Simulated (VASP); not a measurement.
# Ti (Fm-3m) in VASP: notebook, part 2 of 2

VASP 6.6.1.

### Step 3. Single point, r2SCAN

File POSCAR:

```
Ti
1.0
    0.0000000000      2.0300000000      2.0300000000
    2.0300000000      0.0000000000      2.0300000000
    2.0300000000      2.0300000000      0.0000000000
Ti
1
Direct
    0.0000000000      0.0000000000      0.0000000000
```

File INCAR.step1:

```
ALGO     = Normal         # electronic algorithm
EDIFF    = 1E-4           # SCF threshold, eV
ENCUT    = 520            # plane-wave cutoff, eV
GGA      = PE             # functional
ISMEAR   = -1             # smearing method
LASPH    = T              # aspherical terms in the spheres
LCHARG   = F              # write CHGCAR
LREAL    = F              # projectors in reciprocal space
LWAVE    = T              # write WAVECAR
NBANDS   = 12             # bands
NELM     = 100            # most SCF steps
PREC     = Accurate       # precision mode
SIGMA    = 0.1            # smearing width, eV
```

File INCAR.step2:

```
ALGO     = Normal         # electronic algorithm
EDIFF    = 1E-6           # SCF threshold, eV
ENCUT    = 520            # plane-wave cutoff, eV
ISIF     = 2              # what is computed and relaxed
ISMEAR   = -1             # smearing method
ISTART   = 1            
LASPH    = T              # aspherical terms in the spheres
LCHARG   = T              # write CHGCAR
LELF     = T              # ELF
LMIXTAU  = T            
LREAL    = F              # projectors in reciprocal space
LVHAR    = T            
LWAVE    = F              # write WAVECAR
METAGGA  = R2SCAN         # meta-GGA
NBANDS   = 12             # bands
NELM     = 100            # most SCF steps
PREC     = Accurate       # precision mode
SIGMA    = 0.1            # smearing width, eV
```

File KPOINTS:

```
k-points
0
Gamma
  14 14 14
```

Potentials or basis: VASP PAW PBE potentials, release 64 (Ti_sv).

Launch:

```
$ cat potpaw_PBE.64/Ti_sv/POTCAR > POTCAR
$ cp INCAR.step1 INCAR
$ mpirun -np 1 vasp_std > vasp.out
$ cp INCAR.step2 INCAR
$ mpirun -np 1 vasp_std > vasp.out
```

OUTCAR:

```text
EDIFF = 1E-6
   ENCUT = 520
   ISIF = 2
   ISMEAR = -1
   ISTART = 1
   LASPH = T
   LREAL = F
   METAGGA = R2SCAN
   NELM = 100
   PREC = Accurate

 ion  position               nearest neighbor table
   1  0.000  0.000  0.000-

  LATTYP: Found a face centered cubic cell.
 ALAT       =     4.0600000000

  Lattice vectors:

 A1 = (   0.0000000000,   2.0300000000,   2.0300000000)
 A2 = (   2.0300000000,   0.0000000000,   2.0300000000)
 A3 = (   2.0300000000,   2.0300000000,   0.0000000000)

Analysis of symmetry for initial positions (statically):
=====================================================================
 Subroutine PRICEL returns:
 Original cell was already a primitive cell.

 Routine SETGRP: Setting up the symmetry group for a
 face centered cubic supercell.

 Subroutine GETGRP returns: Found 48 space group operations
 (whereof 48 operations were pure point group operations)
 out of a pool of 48 trial point group operations.

The static configuration has the point symmetry O_h .

Analysis of symmetry for dynamics (positions and initial velocities):
=====================================================================
 Subroutine PRICEL returns:
 Original cell was already a primitive cell.

 Routine SETGRP: Setting up the symmetry group for a
 face centered cubic supercell.

 Subroutine GETGRP returns: Found 48 space group operations
 (whereof 48 operations were pure point group operations)
 out of a pool of 48 trial point group operations.

The dynamic configuration has the point symmetry O_h .

 Subroutine INISYM returns: Found 48 space group operations
 (whereof 48 operations are pure point group operations),
 and found     1 'primitive' translations

----------------------------------------------------------------------------------------

                                     Primitive cell

  volume of cell :      16.7309

  direct lattice vectors                    reciprocal lattice vectors
     0.000000000  2.030000000  2.030000000    -0.246305419  0.246305419  0.246305419
     2.030000000  0.000000000  2.030000000     0.246305419 -0.246305419  0.246305419
     2.030000000  2.030000000  0.000000000     0.246305419  0.246305419 -0.246305419

  length of vectors
     2.870853532  2.870853532  2.870853532     0.426613499  0.426613499  0.426613499

  position of ions in fractional coordinates (direct lattice)
     0.000000000  0.000000000  0.000000000

  ion indices of the primitive-cell ions
   primitive index   ion index
                 1           1

----------------------------------------------------------------------------------------

 KPOINTS: k-points

Automatic generation of k-mesh.
 Grid dimensions read from file:
 generate k-points for:   14   14   14

 Generating k-lattice:

  Cartesian coordinates                     Fractional coordinates (reciprocal lattice)
    -0.017593244  0.017593244  0.017593244     0.071428571  0.000000000  0.000000000
     0.017593244 -0.017593244  0.017593244     0.000000000  0.071428571  0.000000000
     0.017593244  0.017593244 -0.017593244     0.000000000  0.000000000  0.071428571

  Length of vectors
     0.030472393  0.030472393  0.030472393

  Shift w.r.t. Gamma in fractional coordinates (k-lattice)
     0.000000000  0.000000000  0.000000000

 Subroutine IBZKPT returns following result:
 ===========================================

 Found    104 irreducible k-points:

 Following reciprocal coordinates:
            Coordinates               Weight
  0.000000  0.000000  0.000000      1.000000
  0.071429  0.000000  0.000000      8.000000
  0.142857  0.000000  0.000000      8.000000
  0.214286  0.000000  0.000000      8.000000
  0.285714  0.000000  0.000000      8.000000
  0.357143  0.000000  0.000000      8.000000
[... 16 lines left out ...]
  0.214286  0.142857  0.000000     24.000000
  0.285714  0.142857  0.000000     24.000000
 [... further k-points ...]
   k-points           NKPTS =    104   k-points in BZ     NKDIM =    104   number of bands    NBANDS=     12
   number of dos      NEDOS =    301   number of ions     NIONS =      1
   total plane-waves  NPLWV =  13824
   dimension x,y,z NGX =    24 NGY =   24 NGZ =   24
   dimension x,y,z NGXF=    48 NGYF=   48 NGZF=   48
   ions per type =               1
   NGX,Y,Z   is equivalent  to a cutoff of  13.90, 13.90, 13.90 a.u.
   NGXF,Y,Z  is equivalent  to a cutoff of  27.80, 27.80, 27.80 a.u.
 SYSTEM =  unknown system
   PREC   = accura    normal or accurate (medium, high low for compatibility)
   ISTART =      1    job   : 0-new  1-cont  2-samecut
   ICHARG =      0    charge: 1-file 2-atom 10-const
   ISPIN  =      1    spin polarized calculation?
   LNONCOLLINEAR =      F non collinear calculations
   LSORBIT =      F    spin-orbit coupling
   LASPH  =      T    aspherical Exc in radial PAW
   ENCUT  =  520.0 eV  38.22 Ry    6.18 a.u.   5.34  5.34  5.34*2*pi/ulx,y,z
   NELM   =    100;   NELMIN=  2; NELMDL=  0     # of ELM steps
   EDIFF  = 0.1E-05   stopping-criterion for ELM
   LREAL  =      F    real-space projection
   EDIFFG = 0.1E-04   stopping-criterion for IOM
   NSW    =      0    number of steps for IOM
   IBRION =     -1    ionic relax: 0-MD 1-quasi-New 2-CG
   NFREE  =      0    steps in history (QN), initial steepest desc. (CG)
   ISIF   =      2    stress and relaxation
   ISYM   =      2    0-nonsym 1-usesym 2-fastsym
   POTIM  = 0.5000    time-step for ionic-motion
   TEBEG  =    0.0;   TEEND  =   0.0 temperature during run
   PSTRESS=    0.0 pullay stress
   NELECT =      12.0000    total number of electrons
   NUPDOWN=      -1.0000    fix difference up-down
   EMIN   =  10.00;   EMAX   =-10.00  energy-range for DOS
   EFERMI =   0.00;   METHOD = LEGACY
   ISMEAR =    -1;   SIGMA  =   0.10  broadening in eV -4-tet -1-fermi 0-gaus
   EFERMI_NEDOS =   21; number of points for ismear=-14 and -15
   IALGO  =     38    algorithm
   IMIX   =      4    mixing-type and parameters
     AMIX     =   0.40;   BMIX     =  1.00
     AMIX_MAG =   1.60;   BMIX_MAG =  1.00
  volume/ion in A,a.u.               =      16.73       112.91
  Fermi-wavevector in a.u.,A,eV,Ry     =   1.465421  2.769245 29.217967  2.147460
  Thomas-Fermi vector in A             =   2.581280
   LORBIT       =      0    0 simple, 1 ext, 2 COOP (PROOUT), +10 PAW based schemes
   METAGGA = R2SCAN    functional components
   LHFCALC =     F    Hartree Fock is set to
   AEXX    =    0.0000 exact exchange contribution
   IVDW    =     0    specifies the selected vdW correction
   LEPSILON=     F    determine dielectric tensor
   LRPA    =     F    only Hartree local field effects (RPA)
 non-spin polarized calculation
  energy-cutoff  :      520.00
  volume of cell :       16.73
 maximum number of plane-waves:       464
 NGX is ok and might be reduce to    24
   NGX = 11   NGY = 11   NGZ = 11

 number of electron      12.0000002 magnetization

 Free energy of the ion-electron system (eV)
  ---------------------------------------------------
  ext. energy  EPLUGINS =         0.00000000
  ---------------------------------------------------
  free energy    TOTEN  =       -12.89402139 eV

  energy without entropy =      -12.84431833  energy(sigma->0) =      -12.86916986

 E-fermi :   8.6444     XC(G=0): -12.6044

 val. band max:        8.6388958028   @ k =  -0.2857   0.5000   0.2143
 cond. band min:       8.6459865832   @ k =   0.3571   0.0000   0.0000
 fundamental gap:      0.0070907805
 Fermi energy:         8.6444015524

 k-point     1 :       0.0000    0.0000    0.0000
  band No.  band energies     occupation
      1     -50.3289      2.00000
      2     -25.0872      2.00000
      3     -25.0872      2.00000
      4     -25.0872      2.00000
      5       2.0871      2.00000
      6       9.6711      0.00007
      7       9.6711      0.00007
      8       9.6711      0.00007
      9      11.5623      0.00000
     10      11.5623      0.00000
     11      24.6239      0.00000
     12      29.7083      0.00000

 k-point     2 :       0.0714    0.0000    0.0000
  band No.  band energies     occupation
      1     -50.3215      2.00000
      2     -25.1277      2.00000
      3     -25.0921      2.00000
      4     -25.0921      2.00000
      5       2.2645      2.00000
      6       9.5533      0.00023
      7       9.7353      0.00004
      8       9.7353      0.00004
      9      11.5189      0.00000
     10      11.5189      0.00000
     11      24.7778      0.00000
     12      28.3704      0.00000
[... 316 lines left out ...]
 k-point    24 :       0.2857    0.1429    0.0000
  band No.  band energies     occupation
      1     -50.2405      2.00000
      2     -25.4826      2.00000
      3     -25.1897      2.00000
      4     -25.1822      2.00000
      5       4.3585      2.00000
      6       8.3726      1.87613
      7       9.8591      0.00001
      8      10.3794      0.00000
      9      11.2138      0.00000
     10      12.0712      0.00000
     11      23.1760      0.00000
     12      25.6199      0.00000

 [... further k-points ...]
[... 5 lines left out ...]
  --------------------------------------------------------------------------------------
  -------------------------------------------------------------------------------------
  Total        0.5254412      0.5254412      0.5254412      0.0000000      0.0000000      0.0000000
  in kB       50.3172148     50.3172148     50.3172148      0.0000000      0.0000000      0.0000000
  external PRESSURE =      50.3172148 kB  Pullay stress =       0.0000000 kB

 VOLUME and BASIS-vectors are now :
 -----------------------------------------------------------------------------
  energy-cutoff  :      520.00
  volume of cell :       16.73
      direct lattice vectors                 reciprocal lattice vectors
     0.000000000  2.030000000  2.030000000    -0.246305419  0.246305419  0.246305419
     2.030000000  0.000000000  2.030000000     0.246305419 -0.246305419  0.246305419
     2.030000000  2.030000000  0.000000000     0.246305419  0.246305419 -0.246305419

 POSITION                                       TOTAL-FORCE (eV/Angst)
 -----------------------------------------------------------------------------------
      0.00000      0.00000      0.00000         0.000000      0.000000      0.000000
 -----------------------------------------------------------------------------------
    total drift:                                0.000000      0.000000     -0.000000

  FREE ENERGIE OF THE ION-ELECTRON SYSTEM (eV)
  ---------------------------------------------------
  free  energy   TOTEN  =       -12.8940213908 eV

  energy  without entropy=      -12.8443183257  energy(sigma->0) =      -12.86916986
```

Wall time 74 s (1 thread of Intel Xeon Platinum 8259CL at 2.50GHz (Skylake/Cascade Lake), shared host); peak memory 0.15 GiB.

What came out:

```
Free energy            : -12.8940 eV
Pressure               : 5.0 GPa
Band gap on the k mesh : zero (band 6 reaches 9.67 eV, above the bottom of band 7 at 8.25 eV)
```

Caveat: the PAW data sets were made with another functional, which shifts forces and pressure a little.
